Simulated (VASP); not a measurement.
# H in VASP: single point with BLYP

Aim: the single point of H with BLYP.

All numbers are computed with VASP 6.6.1; they aren't measurements. Logs are shortened: lines on timing, memory, paths and dates and some standing lists are left out, and cuts for length are marked.

**1. The cell of the first run**

The cell holds a single atom in a box, 1 atom: a = 14.000 Å, b = 14.400 Å, c = 14.800 Å, α = 90.00°, β = 90.00°, γ = 90.00°.

**2. Single point, BLYP, collinear spin**

The input, INCAR:

```
PREC = Accurate ; ENCUT = 520
EDIFF = 1E-6 ; ISMEAR = -1
SIGMA = 0.01 ; LREAL = F
LASPH = T ; NELM = 150
ALGO = Normal ; ISIF = 2
LWAVE = F ; LCHARG = T
ISPIN = 2 ; MAGMOM = 1
LORBIT = 11 ; GGA = B5
ALDAX = 1.0 ; AGGAX = 1.0
AGGAC = 1.0 ; ALDAC = 0.0
LELF = T ; LVHAR = T
NBANDS = 10 ; ISYM = 0
```

The input, KPOINTS:

```
Automatic mesh
0
Gamma
  1 1 1
```

The input, POSCAR:

```
H
1.0
   14.0000000000      0.0000000000      0.0000000000
    0.0000000000     14.4000000000      0.0000000000
    0.0000000000      0.0000000000     14.8000000000
H
1
Direct
    0.5000000000      0.5000000000      0.5000000000
```

Potentials or basis: VASP PAW PBE potentials, release 64 (H).

The run is started by

```console
> cat potpaw_PBE.64/H/POTCAR > POTCAR
> mpirun -np 1 vasp_gam > vasp.out
```

OUTCAR:

```text
PREC = Accurate
   ENCUT = 520
   EDIFF = 1E-6
   ISMEAR = -1
   LREAL = F
   LASPH = T
   NELM = 150
   ISIF = 2
   ISPIN = 2
   LORBIT = 11
   GGA = B5
   ISYM = 0

 ion  position               nearest neighbor table
   1  0.500  0.500  0.500-

IMPORTANT INFORMATION: All symmetrisations will be switched off!
NOSYMM: (Re-)initialisation of all symmetry stuff for point group C_1.

----------------------------------------------------------------------------------------

                                     Primitive cell

  volume of cell :    2983.6800

  direct lattice vectors                    reciprocal lattice vectors
    14.000000000  0.000000000  0.000000000     0.071428571  0.000000000  0.000000000
     0.000000000 14.400000000  0.000000000     0.000000000  0.069444444  0.000000000
     0.000000000  0.000000000 14.800000000     0.000000000  0.000000000  0.067567568

  length of vectors
    14.000000000 14.400000000 14.800000000     0.071428571  0.069444444  0.067567568

  position of ions in fractional coordinates (direct lattice)
     0.500000000  0.500000000  0.500000000

  ion indices of the primitive-cell ions
   primitive index   ion index
                 1           1

----------------------------------------------------------------------------------------

 KPOINTS: Automatic mesh

Automatic generation of k-mesh.
 Grid dimensions read from file:
 generate k-points for:    1    1    1

 Generating k-lattice:

  Cartesian coordinates                     Fractional coordinates (reciprocal lattice)
     0.071428571  0.000000000  0.000000000     1.000000000  0.000000000  0.000000000
     0.000000000  0.069444444  0.000000000     0.000000000  1.000000000  0.000000000
     0.000000000  0.000000000  0.067567568     0.000000000  0.000000000  1.000000000

  Length of vectors
     0.071428571  0.069444444  0.067567568

  Shift w.r.t. Gamma in fractional coordinates (k-lattice)
     0.000000000  0.000000000  0.000000000

 Subroutine IBZKPT returns following result:
 ===========================================

 Found      1 irreducible k-points:

 Following reciprocal coordinates:
            Coordinates               Weight
  0.000000  0.000000  0.000000      1.000000
   k-points           NKPTS =      1   k-points in BZ     NKDIM =      1   number of bands    NBANDS=     10
   number of dos      NEDOS =    301   number of ions     NIONS =      1
   total plane-waves  NPLWV = ******
   dimension x,y,z NGX =   108 NGY =  108 NGZ =  112
   dimension x,y,z NGXF=   216 NGYF=  216 NGZF=  224
   ions per type =               1
   NGX,Y,Z   is equivalent  to a cutoff of  12.82, 12.47, 12.58 a.u.
   NGXF,Y,Z  is equivalent  to a cutoff of  25.65, 24.94, 25.16 a.u.
 SYSTEM =  unknown system
   PREC   = accura    normal or accurate (medium, high low for compatibility)
   ISTART =      0    job   : 0-new  1-cont  2-samecut
   ICHARG =      2    charge: 1-file 2-atom 10-const
   ISPIN  =      2    spin polarized calculation?
   LNONCOLLINEAR =      F non collinear calculations
   LSORBIT =      F    spin-orbit coupling
   LASPH  =      T    aspherical Exc in radial PAW
   ENCUT  =  520.0 eV  38.22 Ry    6.18 a.u.  26.03 26.77 27.52*2*pi/ulx,y,z
   NELM   =    150;   NELMIN=  2; NELMDL= -5     # of ELM steps
   EDIFF  = 0.1E-05   stopping-criterion for ELM
   LREAL  =      F    real-space projection
   EDIFFG = 0.1E-04   stopping-criterion for IOM
   NSW    =      0    number of steps for IOM
   IBRION =     -1    ionic relax: 0-MD 1-quasi-New 2-CG
   NFREE  =      0    steps in history (QN), initial steepest desc. (CG)
   ISIF   =      2    stress and relaxation
   ISYM   =      0    0-nonsym 1-usesym 2-fastsym
   POTIM  = 0.5000    time-step for ionic-motion
   TEBEG  =    0.0;   TEEND  =   0.0 temperature during run
   PSTRESS=    0.0 pullay stress
   NELECT =       1.0000    total number of electrons
   NUPDOWN=      -1.0000    fix difference up-down
   EMIN   =  10.00;   EMAX   =-10.00  energy-range for DOS
   EFERMI =   0.00;   METHOD = LEGACY
   ISMEAR =    -1;   SIGMA  =   0.01  broadening in eV -4-tet -1-fermi 0-gaus
   EFERMI_NEDOS =   21; number of points for ismear=-14 and -15
   IALGO  =     38    algorithm
   IMIX   =      4    mixing-type and parameters
     AMIX     =   0.40;   BMIX     =  1.00
     AMIX_MAG =   1.60;   BMIX_MAG =  1.00
  volume/ion in A,a.u.               =    2983.68     20134.87
  Fermi-wavevector in a.u.,A,eV,Ry     =   0.113717  0.214893  0.175943  0.012931
  Thomas-Fermi vector in A             =   0.719061
   LORBIT       =     11    0 simple, 1 ext, 2 COOP (PROOUT), +10 PAW based schemes
   GGA     = B5    functional components
   LHFCALC =     F    Hartree Fock is set to
   AEXX    =    0.0000 exact exchange contribution
   IVDW    =     0    specifies the selected vdW correction
   LEPSILON=     F    determine dielectric tensor
   LRPA    =     F    only Hartree local field effects (RPA)
 spin polarized calculation
  energy-cutoff  :      520.00
  volume of cell :     2983.68
 maximum number of plane-waves:     40220
 NGX is ok and might be reduce to   108
   NGX = 53   NGY = 53   NGZ = 55

 number of electron       1.0000000 magnetization       1.0000000

 Free energy of the ion-electron system (eV)
  ---------------------------------------------------
  ext. energy  EPLUGINS =         0.00000000
  ---------------------------------------------------
  free energy    TOTEN  =        -1.03615802 eV

  energy without entropy =       -1.03615802  energy(sigma->0) =       -1.03615802

 E-fermi :  -7.1571     XC(G=0):  -0.0751

 val. band max:       -7.3948784145   @ k =   0.0000   0.0000   0.0000
 cond. band min:      -0.0688333827   @ k =   0.0000   0.0000   0.0000
 fundamental gap:      7.3260450318
 Fermi energy:        -7.1571124898

 spin component 1

 k-point     1 :       0.0000    0.0000    0.0000
  band No.  band energies     occupation
      1      -7.3949      1.00000
      2      -0.0589      0.00000
      3       0.5162      0.00000
      4       0.5445      0.00000
      5       0.5730      0.00000
      6       0.6078      0.00000
      7       0.6866      0.00000
      8       0.7335      0.00000
      9       1.1051      0.00000
     10       1.1176      0.00000
 Fermi energy:        -7.1571124898

 spin component 2

 k-point     1 :       0.0000    0.0000    0.0000
  band No.  band energies     occupation
      1      -0.0688      0.00000
      2       0.3985      0.00000
      3       0.6777      0.00000
      4       0.6978      0.00000
      5       0.7167      0.00000
      6       0.7482      0.00000
      7       0.7582      0.00000
      8       1.1007      0.00000
      9       1.3999      0.00000
     10       1.4019      0.00000

------------------------ aborting loop because EDIFF is reached ----------------------------------------

  FORCE on cell =-STRESS in cart. coord.  units (eV):
  Direction    XX          YY          ZZ          XY          YZ          ZX
  --------------------------------------------------------------------------------------
  -------------------------------------------------------------------------------------
  Total       -0.0124339     -0.0120062     -0.0121767      0.0000191      0.0000105     -0.0000227
  in kB       -0.0066767     -0.0064471     -0.0065386      0.0000102      0.0000056     -0.0000122
  external PRESSURE =      -0.0065542 kB  Pullay stress =       0.0000000 kB

 VOLUME and BASIS-vectors are now :
 -----------------------------------------------------------------------------
  energy-cutoff  :      520.00
  volume of cell :     2983.68
      direct lattice vectors                 reciprocal lattice vectors
    14.000000000  0.000000000  0.000000000     0.071428571  0.000000000  0.000000000
     0.000000000 14.400000000  0.000000000     0.000000000  0.069444444  0.000000000
     0.000000000  0.000000000 14.800000000     0.000000000  0.000000000  0.067567568

 POSITION                                       TOTAL-FORCE (eV/Angst)
 -----------------------------------------------------------------------------------
      7.00000      7.20000      7.40000         0.000006     -0.000006     -0.000006
 -----------------------------------------------------------------------------------
    total drift:                                0.000006     -0.000006     -0.000006

  FREE ENERGIE OF THE ION-ELECTRON SYSTEM (eV)
  ---------------------------------------------------
  free  energy   TOTEN  =        -1.0361580236 eV

  energy  without entropy=       -1.0361580236  energy(sigma->0) =       -1.03615802

 total charge

# of ion       s       p       d       tot
------------------------------------------
    1        0.380   0.000   0.000   0.380

 magnetization (x)

# of ion       s       p       d       tot
------------------------------------------
    1        0.380   0.000   0.000   0.380
```

Run time: 13 min. Hardware: 1 thread of Intel Xeon 8259CL, shared host; peak memory 2.7 GiB.

What came out:

* Free energy: -1.0362 eV
* Pressure: 0.0 GPa
* Band gap on the k mesh: 7.33 eV
* Net moment: 1.00 μB per cell
* Site moments: H +0.38 μB
* Valence electrons inside the program's atomic spheres: H 0.38

Levels at points of the mesh, in eV from the valence-band top:
Spin up:
| k point | band 1 | band 2 | band 3 | band 4 | band 5 | band 6 |
| --- | --- | --- | --- | --- | --- | --- |
| (0.00, 0.00, 0.00) | 0.00 | 7.34 | 7.91 | 7.94 | 7.97 | 8.00 |
Spin down:
| k point | band 1 | band 2 | band 3 | band 4 | band 5 |
| --- | --- | --- | --- | --- | --- |
| (0.00, 0.00, 0.00) | 7.33 | 7.79 | 8.07 | 8.09 | 8.11 |

Caveat: the PAW data sets were made with another functional, which shifts forces and pressure a little.
